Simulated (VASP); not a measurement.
# C (Fmmm) in VASP: a series of runs

The runs below take C through single point, with PBE+D3(BJ).

All numbers are computed with VASP 6.6.1; they aren't measurements. Logs are shortened: lines on timing, memory, paths and dates and some standing lists are left out, and cuts for length are marked.

## 1. The cell of the first run

Symmetry: Fmmm, No. 69, orthorhombic system. The conventional cell has a = 2.482 Å, b = 4.296 Å, c = 6.841 Å, α = 90.00°, β = 90.00°, γ = 90.00°. Within 1.9 Å of C (site symmetry m2m) lie 3 C at 1.40 to 1.51 Å.

## 2. Single point, PBE+D3(BJ) (atoms shifted along a free coordinate)

INCAR

```
ALGO = Normal ; EDIFF = 1E-6
ENCUT = 520 ; GGA = PE
ISIF = 2 ; ISMEAR = 0
IVDW = 12 ; LASPH = True
LCHARG = True ; LELF = True
LREAL = False ; LVHAR = True
LWAVE = False ; NBANDS = 11
NELM = 60 ; PREC = Accurate
SIGMA = 0.03
```

KPOINTS

```
k-points
0
Gamma
  16 16 16
```

POSCAR

```
C
1.0
    0.0000000000      2.1482183678      3.4203586967
    1.2409363575      0.0000000000      3.4203586967
    1.2409363575      2.1482183678      0.0000000000
C
2
Direct
    0.1754825005      0.8245174995      0.1754825005
    0.8245174995      0.1754825005      0.8245174995
```

Potentials or basis: VASP PAW PBE potentials, release 64 (C).

Command:

```sh
$ cat potpaw_PBE.64/C/POTCAR > POTCAR
$ mpirun -np 1 vasp_std > vasp.out
```

OUTCAR:

```text
EDIFF = 1E-6
   ENCUT = 520
   GGA = PE
   ISIF = 2
   ISMEAR = 0
   IVDW = 12
   LASPH = True
   LREAL = False
   NELM = 60
   PREC = Accurate
 IVDW          = 12

 ion  position               nearest neighbor table
   1  0.175  0.825  0.175-   2 1.40   2 1.40   2 1.51
   2  0.825  0.175  0.825-   1 1.40   1 1.40   1 1.51

  LATTYP: Found a face centered orthorhombic cell.
 ALAT       =     2.4818727150
 B/A-ratio  =     1.7311269469
 C/A-ratio  =     2.7562724519

  Lattice vectors:

 A1 = (   0.0000000000,   2.1482183678,   3.4203586967)
 A2 = (   1.2409363575,   0.0000000000,   3.4203586967)
 A3 = (   1.2409363575,   2.1482183678,   0.0000000000)

Analysis of symmetry for initial positions (statically):
=====================================================================
 Subroutine PRICEL returns:
 Original cell was already a primitive cell.

 Routine SETGRP: Setting up the symmetry group for a
 face centered orthorhombic supercell.

 Subroutine GETGRP returns: Found  8 space group operations
 (whereof  8 operations were pure point group operations)
 out of a pool of  8 trial point group operations.

The static configuration has the point symmetry D_2h.

Analysis of symmetry for dynamics (positions and initial velocities):
=====================================================================
 Subroutine PRICEL returns:
 Original cell was already a primitive cell.

 Routine SETGRP: Setting up the symmetry group for a
 face centered orthorhombic supercell.

 Subroutine GETGRP returns: Found  8 space group operations
 (whereof  8 operations were pure point group operations)
 out of a pool of  8 trial point group operations.

The dynamic configuration has the point symmetry D_2h.

 Subroutine INISYM returns: Found  8 space group operations
 (whereof  8 operations are pure point group operations),
 and found     1 'primitive' translations

----------------------------------------------------------------------------------------

                                     Primitive cell

  volume of cell :      18.2360

  direct lattice vectors                    reciprocal lattice vectors
     0.000000000  2.148218368  3.420358697    -0.402921550  0.232751012  0.146183498
     1.240936358  0.000000000  3.420358697     0.402921550 -0.232751012  0.146183498
     1.240936358  2.148218368  0.000000000     0.402921550  0.232751012 -0.146183498

  length of vectors
     4.039021635  3.638512973  2.480879924     0.487738069  0.487738069  0.487738069

  position of ions in fractional coordinates (direct lattice)
     0.175482501  0.824517499  0.175482501
     0.824517499  0.175482501  0.824517499

  ion indices of the primitive-cell ions
   primitive index   ion index
                 1           1
                 2           2

----------------------------------------------------------------------------------------

 KPOINTS: k-points

Automatic generation of k-mesh.
 Grid dimensions read from file:
 generate k-points for:   16   16   16

 Generating k-lattice:

  Cartesian coordinates                     Fractional coordinates (reciprocal lattice)
    -0.025182597  0.014546938  0.009136469     0.062500000  0.000000000  0.000000000
     0.025182597 -0.014546938  0.009136469     0.000000000  0.062500000 -0.000000000
     0.025182597  0.014546938 -0.009136469     0.000000000 -0.000000000  0.062500000

  Length of vectors
     0.030483629  0.030483629  0.030483629

  Shift w.r.t. Gamma in fractional coordinates (k-lattice)
     0.000000000  0.000000000  0.000000000

 Subroutine IBZKPT returns following result:
 ===========================================

 Found    621 irreducible k-points:

 Following reciprocal coordinates:
            Coordinates               Weight
  0.000000  0.000000  0.000000      1.000000
  0.062500  0.000000  0.000000      8.000000
  0.125000  0.000000  0.000000      8.000000
  0.187500  0.000000  0.000000      8.000000
  0.250000  0.000000  0.000000      8.000000
  0.312500  0.000000  0.000000      8.000000
[... 16 lines left out ...]
 -0.125000  0.062500 -0.000000      8.000000
 -0.062500  0.062500 -0.000000      4.000000
 [... further k-points ...]
   k-points           NKPTS =    621   k-points in BZ     NKDIM =    621   number of bands    NBANDS=     11
   number of dos      NEDOS =    301   number of ions     NIONS =      2
   total plane-waves  NPLWV =  15120
   dimension x,y,z NGX =    30 NGY =   28 NGZ =   18
   dimension x,y,z NGXF=    60 NGYF=   56 NGZF=   36
   ions per type =               2
   NGX,Y,Z   is equivalent  to a cutoff of  12.35, 12.79, 12.06 a.u.
   NGXF,Y,Z  is equivalent  to a cutoff of  24.70, 25.59, 24.12 a.u.
 SYSTEM =  unknown system
   PREC   = accura    normal or accurate (medium, high low for compatibility)
   ISTART =      0    job   : 0-new  1-cont  2-samecut
   ICHARG =      2    charge: 1-file 2-atom 10-const
   ISPIN  =      1    spin polarized calculation?
   LNONCOLLINEAR =      F non collinear calculations
   LSORBIT =      F    spin-orbit coupling
   LASPH  =      T    aspherical Exc in radial PAW
   ENCUT  =  520.0 eV  38.22 Ry    6.18 a.u.   7.51  6.77  4.61*2*pi/ulx,y,z
   NELM   =     60;   NELMIN=  2; NELMDL= -5     # of ELM steps
   EDIFF  = 0.1E-05   stopping-criterion for ELM
   LREAL  =      F    real-space projection
   EDIFFG = 0.1E-04   stopping-criterion for IOM
   NSW    =      0    number of steps for IOM
   IBRION =     -1    ionic relax: 0-MD 1-quasi-New 2-CG
   NFREE  =      0    steps in history (QN), initial steepest desc. (CG)
   ISIF   =      2    stress and relaxation
   ISYM   =      2    0-nonsym 1-usesym 2-fastsym
   POTIM  = 0.5000    time-step for ionic-motion
   TEBEG  =    0.0;   TEEND  =   0.0 temperature during run
   PSTRESS=    0.0 pullay stress
   NELECT =       8.0000    total number of electrons
   NUPDOWN=      -1.0000    fix difference up-down
   EMIN   =  10.00;   EMAX   =-10.00  energy-range for DOS
   EFERMI =   0.00;   METHOD = LEGACY
   ISMEAR =     0;   SIGMA  =   0.03  broadening in eV -4-tet -1-fermi 0-gaus
   EFERMI_NEDOS =   21; number of points for ismear=-14 and -15
   IALGO  =     38    algorithm
   IMIX   =      4    mixing-type and parameters
     AMIX     =   0.40;   BMIX     =  1.00
     AMIX_MAG =   1.60;   BMIX_MAG =  1.00
  volume/ion in A,a.u.               =       9.12        61.53
  Fermi-wavevector in a.u.,A,eV,Ry     =   1.243927  2.350682 21.053041  1.547355
  Thomas-Fermi vector in A             =   2.378216
   LORBIT       =      0    0 simple, 1 ext, 2 COOP (PROOUT), +10 PAW based schemes
   GGA     = PE    functional components
   LHFCALC =     F    Hartree Fock is set to
   AEXX    =    0.0000 exact exchange contribution
   IVDW    =    12    specifies the selected vdW correction
   LEPSILON=     F    determine dielectric tensor
   LRPA    =     F    only Hartree local field effects (RPA)
 non-spin polarized calculation
 Gauss-broadening in eV      SIGMA  =   0.03
  energy-cutoff  :      520.00
  volume of cell :       18.24
 maximum number of plane-waves:       508
   NGX = 15   NGY = 13   NGZ =  9

 number of electron       8.0000000 magnetization

 Free energy of the ion-electron system (eV)
  ---------------------------------------------------
  ext. energy  EPLUGINS =         0.00000000
  ---------------------------------------------------
  free energy    TOTEN  =       -18.28497705 eV

  energy without entropy =      -18.28494440  energy(sigma->0) =      -18.28496073

 E-fermi :   4.3198     XC(G=0): -10.1451

 val. band max:        4.3164345293   @ k =  -0.1875   0.1250   0.3125
 cond. band min:       4.3231367128   @ k =  -0.1875   0.1250   0.3125
 fundamental gap:      0.0067021835
 Fermi energy:         4.3197856204

 k-point     1 :       0.0000    0.0000    0.0000
  band No.  band energies     occupation
      1     -15.0935      2.00000
      2      -2.1378      2.00000
      3       0.2889      2.00000
      4       2.5380      2.00000
      5       8.6081      0.00000
      6      11.1172      0.00000
      7      14.1396      0.00000
      8      15.5788      0.00000
      9      16.6262      0.00000
     10      26.6718      0.00000
     11      29.3789      0.00000

 k-point     2 :       0.0625    0.0000    0.0000
  band No.  band energies     occupation
      1     -14.9997      2.00000
      2      -2.0530      2.00000
      3       0.0069      2.00000
      4       2.2568      2.00000
      5       8.7645      0.00000
      6      11.3851      0.00000
      7      14.2842      0.00000
      8      15.2269      0.00000
      9      16.8217      0.00000
     10      26.9816      0.00000
     11      28.7503      0.00000

 k-point     3 :       0.1250    0.0000    0.0000
  band No.  band energies     occupation
      1     -14.7194      2.00000
      2      -1.7978      2.00000
      3      -0.7822      2.00000
      4       1.5573      2.00000
      5       9.2309      0.00000
      6      11.9174      0.00000
      7      14.2511      0.00000
      8      14.7930      0.00000
      9      17.4431      0.00000
     10      26.9314      0.00000
     11      27.8310      0.00000
[... 267 lines left out ...]
 k-point    23 :      -0.1250    0.0625   -0.0000
  band No.  band energies     occupation
      1     -14.2725      2.00000
      2      -1.9492      2.00000
      3      -1.2153      2.00000
      4       0.7119      2.00000
      5       9.6542      0.00000
      6      12.1868      0.00000
      7      12.7976      0.00000
      8      15.9250      0.00000
      9      18.4762      0.00000
     10      24.9941      0.00000
     11      28.8172      0.00000

 k-point    24 :      -0.0625    0.0625   -0.0000
  band No.  band energies     occupation
      1     -14.7286      2.00000
      2      -1.7157      2.00000
      3      -0.7805      2.00000
      4       1.5569      2.00000
      5       9.0536      0.00000
      6      11.9150      0.00000
      7      14.2395      0.00000
      8      14.7971      0.00000
      9      17.4530      0.00000
     10      26.9480      0.00000
     11      27.8266      0.00000

 [... further k-points ...]

------------------------ aborting loop because EDIFF is reached ----------------------------------------

 Edisp (eV)   -0.30475

 E8    (eV) :    -0.0861

  FORCE on cell =-STRESS in cart. coord.  units (eV):
  Direction    XX          YY          ZZ          XY          YZ          ZX
  --------------------------------------------------------------------------------------
  -------------------------------------------------------------------------------------
  Total       0.20241    -1.17015    -0.03306     0.00000     0.00000     0.00000
  in kB      17.78361  -102.80721    -2.90451     0.00000     0.00000     0.00000
  external pressure =      -29.31 kB  Pullay stress =        0.00 kB

 VOLUME and BASIS-vectors are now :
 -----------------------------------------------------------------------------
  energy-cutoff  :      520.00
  volume of cell :       18.24
      direct lattice vectors                 reciprocal lattice vectors
     0.000000000  2.148218368  3.420358697    -0.402921550  0.232751012  0.146183498
     1.240936358  0.000000000  3.420358697     0.402921550 -0.232751012  0.146183498
     1.240936358  2.148218368  0.000000000     0.402921550  0.232751012 -0.146183498

 POSITION                                       TOTAL-FORCE (eV/Angst)
 -----------------------------------------------------------------------------------
      1.24094      0.75395      3.42036         0.000000     -3.515266      0.000000
      1.24094      3.54249      3.42036         0.000000      3.515266      0.000000
 -----------------------------------------------------------------------------------
    total drift:                                0.000000      0.000000     -0.000000

  FREE ENERGIE OF THE ION-ELECTRON SYSTEM (eV)
  ---------------------------------------------------
  free  energy   TOTEN  =       -18.5897317854 eV

  energy  without entropy=      -18.5896991373  energy(sigma->0) =      -18.58971546
```

Wall time 74 s (1 thread of Intel Xeon 6975P-C (Granite Rapids), shared host); peak memory 0.23 GiB.

Results:

* Free energy: -18.5897 eV
* Pressure: -2.9 GPa
* Largest force: 3.515 eV/Å
* Dispersion energy per atom: -0.152 eV

Forces in eV/Å, atoms in the order of the input:
```
C    0.000 -3.515  0.000
C    0.000  3.515  0.000
```

Levels at points of the mesh, in eV from the Fermi level:
| k point | band 1 | band 2 | band 3 | band 4 | band 5 | band 6 | band 7 | band 8 | band 9 |
| --- | --- | --- | --- | --- | --- | --- | --- | --- | --- |
| (0.00, 0.00, 0.00) | -19.41 | -6.46 | -4.03 | -1.78 | 4.29 | 6.80 | 9.82 | 11.26 | 12.31 |
| (0.50, 0.00, 0.00) | -14.03 | -13.34 | -5.94 | -2.01 | 1.31 | 7.17 | 12.51 | 13.42 | 19.14 |
| (0.50, 0.50, 0.00) | -19.15 | -8.25 | -4.06 | -1.77 | 6.85 | 9.71 | 10.22 | 11.41 | 12.11 |
| (0.50, 0.00, 0.50) | -14.49 | -12.49 | -6.79 | -2.10 | 3.41 | 7.23 | 11.06 | 11.69 | 17.38 |
| (0.00, 0.50, 0.50) | -14.29 | -12.33 | -6.84 | -3.33 | 1.88 | 6.89 | 13.44 | 16.93 | 18.21 |

Caveat: the cell differs from its parent crystal (atoms shifted along a free coordinate); forces of over 1 eV/Å act on the atoms, so gaps and moduli don't describe the material at rest.

## 3. Single point, PBE+D3(BJ) (atoms shifted along a free coordinate)

INCAR

```
SYSTEM = C
ALGO = Normal
EDIFF = 1E-6
ENCUT = 520
GGA = PE
ISIF = 2
ISMEAR = 0
IVDW = 12
LASPH = .True.
LCHARG = .False.
LREAL = .False.
LWAVE = .False.
NBANDS = 11
NELM = 80
PREC = Accurate
SIGMA = 0.03
```

KPOINTS

```
k-points
0
Gamma
  16 16 16
  0 0 0
```

POSCAR

```
C
1.0
    0.0000000000      2.1482183678      3.4203586967
    1.2409363575      0.0000000000      3.4203586967
    1.2409363575      2.1482183678      0.0000000000
C
2
Direct
    0.1403389013      0.8596610987      0.1403389013
    0.8596610987      0.1403389013      0.8596610987
```

Potentials or basis: VASP PAW PBE potentials, release 64 (C).

Command:

```sh
$ cat potpaw_PBE.64/C/POTCAR > POTCAR
$ mpirun -np 1 vasp_std > vasp.out
```

It took 69 s on 1 thread of Intel Xeon 6975P-C (Granite Rapids), shared host; peak memory 0.22 GiB.

The run converged. Its results:

| Property | Result |
| --- | --- |
| Free energy | -17.1731 eV |
| Pressure | 22.2 GPa |
| Largest force | 15.089 eV/Å |
| Band gap on the k mesh | zero (bands 4 and 5 overlap by 1.75 eV) |
| Dispersion energy per atom | -0.153 eV |

Forces in eV/Å, atoms in the order of the input:
```
C     0.000  15.089   0.000
C     0.000 -15.089   0.000
```

Stress tensor (GPa, compression positive):
```
-4.04  0.00  0.00
 0.00 71.79  0.00
 0.00  0.00 -1.01
```

Levels at points of the mesh, in eV from the Fermi level:
| k point | band 2 | band 3 | band 4 | band 5 | band 6 | band 7 |
| --- | --- | --- | --- | --- | --- | --- |
| (0.00, 0.00, 0.00) | -6.60 | -5.75 | 0.60 | 4.15 | 4.38 | 10.35 |
| (0.50, 0.00, 0.00) | -12.09 | -6.35 | -3.21 | 3.19 | 5.42 | 12.36 |
| (0.50, 0.50, 0.00) | -8.33 | -5.71 | 0.56 | 4.10 | 9.99 | 10.18 |
| (0.50, 0.00, 0.50) | -13.16 | -5.18 | -0.22 | 0.42 | 8.18 | 10.37 |
| (0.00, 0.50, 0.50) | -12.95 | -5.24 | -1.28 | -1.15 | 7.84 | 14.00 |

Caveat: the cell differs from its parent crystal (atoms shifted along a free coordinate); the cell stands under pressure; forces of over 1 eV/Å act on the atoms, so gaps and moduli don't describe the material at rest.
